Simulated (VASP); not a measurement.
# TiTeAs3 (P-6m2) in VASP: further runs, part 2 of 2

VASP 6.6.1.

## (4) Single point, PBE

This run uses another cell than the first one, of 22.25 Å³/atom.

File INCAR:

```
SYSTEM = TiTeAs3
ALGO = Normal ; EDIFF = 1E-6
ENCUT = 520 ; GGA = PE
ISIF = 2 ; ISMEAR = 0
LASPH = .True. ; LCHARG = .False.
LREAL = .False. ; LWAVE = .False.
NBANDS = 24 ; NELM = 80
PREC = Accurate ; SIGMA = 0.1
```

File KPOINTS:

```
k-points
0
Gamma
  12 12 6
  0 0 0
```

File POSCAR:

```
TiTeAs3
1.0
    4.6066549100      0.0000000000      0.0000000000
   -2.3033274550      3.9894801786      0.0000000000
    0.0000000000      0.0000000000      6.0523742875
Ti Te As
1 1 3
Direct
    0.3333333333      0.6666666667      0.5000000000
    0.6666666667      0.3333333333      0.0000000000
    0.0000000000      0.0000000000      0.7128993977
    0.0000000000      0.0000000000      0.2871006023
    0.6666666667      0.3333333333      0.5000000000
```

Potentials or basis: VASP PAW PBE potentials, release 64 (Ti_sv, Te, As).

Started as:

```
cat potpaw_PBE.64/Ti_sv/POTCAR potpaw_PBE.64/Te/POTCAR potpaw_PBE.64/As/POTCAR > POTCAR
mpirun -np 1 vasp_std > vasp.out
```

OUTCAR:

```text
SYSTEM = TiTeAs3
   EDIFF = 1E-6
   ENCUT = 520
   GGA = PE
   ISIF = 2
   ISMEAR = 0
   LASPH = .True.
   LREAL = .False.
   NELM = 80
   PREC = Accurate

 ion  position               nearest neighbor table
   1  0.333  0.667  0.500-   5 2.66   5 2.66   5 2.66
   2  0.667  0.333  0.000-   5 3.03   5 3.03   3 3.18   4 3.18   3 3.18   4 3.18   3 3.18   4 3.18

   3  0.000  0.000  0.713-   4 2.58   2 3.18   2 3.18   2 3.18
   4  0.000  0.000  0.287-   3 2.58   2 3.18   2 3.18   2 3.18
   5  0.667  0.333  0.500-   1 2.66   1 2.66   1 2.66   2 3.03   2 3.03

  LATTYP: Found a hexagonal cell.
 ALAT       =     4.6066549100
 C/A-ratio  =     1.3138327932

  Lattice vectors:

 A1 = (   4.6066549100,   0.0000000000,   0.0000000000)
 A2 = (  -2.3033274550,   3.9894801786,   0.0000000000)
 A3 = (   0.0000000000,   0.0000000000,   6.0523742875)

Analysis of symmetry for initial positions (statically):
=====================================================================
 Subroutine PRICEL returns:
 Original cell was already a primitive cell.

 Routine SETGRP: Setting up the symmetry group for a
 hexagonal supercell.
[... 175 lines left out ...]

 val. band max:        6.2377925751   @ k =   0.4167   0.1667   0.1667
 cond. band min:       6.2449291680   @ k =   0.4167   0.0833   0.3333
 fundamental gap:      0.0071365930
 Fermi energy:         6.2407989346

 k-point     1 :       0.0000    0.0000    0.0000
  band No.  band energies     occupation
      1     -50.9206      2.00000
      2     -27.4367      2.00000
      3     -27.0561      2.00000
      4     -27.0561      2.00000
      5      -7.8211      2.00000
      6      -4.4028      2.00000
[... 637 lines left out ...]
     23       9.1693      0.00000
     24      10.0837      0.00000

 [... further k-points ...]

------------------------ aborting loop because EDIFF is reached ----------------------------------------

  FORCE on cell =-STRESS in cart. coord.  units (eV):
  Direction    XX          YY          ZZ          XY          YZ          ZX
  --------------------------------------------------------------------------------------
  -------------------------------------------------------------------------------------
  Total        0.0714651      0.0714651      0.0768024     -0.0000000      0.0000000      0.0000000
  in kB        1.0293828      1.0293828      1.1062616     -0.0000000      0.0000000      0.0000000
  external PRESSURE =       1.0550091 kB  Pullay stress =       0.0000000 kB

 VOLUME and BASIS-vectors are now :
 -----------------------------------------------------------------------------
  energy-cutoff  :      520.00
  volume of cell :      111.23
      direct lattice vectors                 reciprocal lattice vectors
     4.606654910  0.000000000  0.000000000     0.217077254  0.125329611  0.000000000
    -2.303327455  3.989480179  0.000000000     0.000000000  0.250659223  0.000000000
     0.000000000  0.000000000  6.052374288     0.000000000  0.000000000  0.165224415

 POSITION                                       TOTAL-FORCE (eV/Angst)
 -----------------------------------------------------------------------------------
     -0.00000      2.65965      3.02619         0.000000     -0.000000      0.000000
      2.30333      1.32983      0.00000        -0.000000      0.000000      0.000000
      0.00000      0.00000      4.31473        -0.000000      0.000000      0.031545
      0.00000      0.00000      1.73764        -0.000000      0.000000     -0.031545
      2.30333      1.32983      3.02619        -0.000000      0.000000      0.000000
 -----------------------------------------------------------------------------------
    total drift:                                0.000001     -0.000000     -0.000000

  FREE ENERGIE OF THE ION-ELECTRON SYSTEM (eV)
  ---------------------------------------------------
  free  energy   TOTEN  =       -23.9271031673 eV

  energy  without entropy=      -23.9073218739  energy(sigma->0) =      -23.91721252
```

Wall time 7.1 min (1 thread of Intel Xeon 8259CL, shared host); peak memory 0.38 GiB.

What came out:

```
Free energy            : -23.9271 eV
Pressure               : 0.1 GPa
Largest force          : 0.032 eV/Å
Band gap on the k mesh : zero (an odd number of electrons rules out a gap without spin polarisation)
```

Forces in eV/Å, atoms in the order of the input:
```
Ti   0.000  0.000  0.000
Te   0.000  0.000  0.000
As   0.000  0.000  0.032
As   0.000  0.000 -0.032
As   0.000  0.000  0.000
```

Levels at points of the mesh, in eV from the Fermi level:
```tsv
k point	band 15	band 16	band 17	band 18	band 19	band 20
(0.00, 0.00, 0.00)	-0.82	-0.82	-0.58	-0.58	0.85	1.08
(0.50, 0.00, 0.00)	-0.32	-0.27	0.47	0.93	0.94	1.96
(0.00, 0.00, 0.50)	-0.67	-0.67	-0.30	-0.30	0.96	1.29
(0.50, 0.00, 0.50)	-1.51	-0.42	-0.20	0.35	0.70	1.81
```

Caveat: spin-orbit coupling is left out, which moves the levels of the heavy elements.

## (5) Overview

| cell | k mesh | gap on the mesh (eV) | pressure (GPa) | largest force (eV/Å) |
| --- | --- | --- | --- | --- |
| a = 4.682, b = 4.682, c = 5.780 Å, angles 90.0, 90.0, 120.0°, 5 atoms, atomic positions A | 6 × 6 × 4 | none | -0.8 | 0.64 |
| a = 4.635, b = 4.635, c = 5.947 Å, angles 90.0, 90.0, 120.0°, 5 atoms, atomic positions B | 6 × 6 × 4 | none | 0.0 | - |
| a = 4.607, b = 4.607, c = 6.052 Å, angles 90.0, 90.0, 120.0°, 5 atoms, atomic positions C | 12 × 12 × 6 | none | 0.1 | 0.03 |

Alike in all rows: task single point; level PBE; potentials or basis VASP PAW PBE potentials, release 64 (Ti_sv, Te, As); no spin polarisation; cutoff (eV) 520; smearing gaussian 0.1 eV.

Caveats: spin-orbit coupling is left out, which moves the levels of the heavy elements.

Total energies depend on the potentials used, so only differences within one code and one set of settings carry meaning.
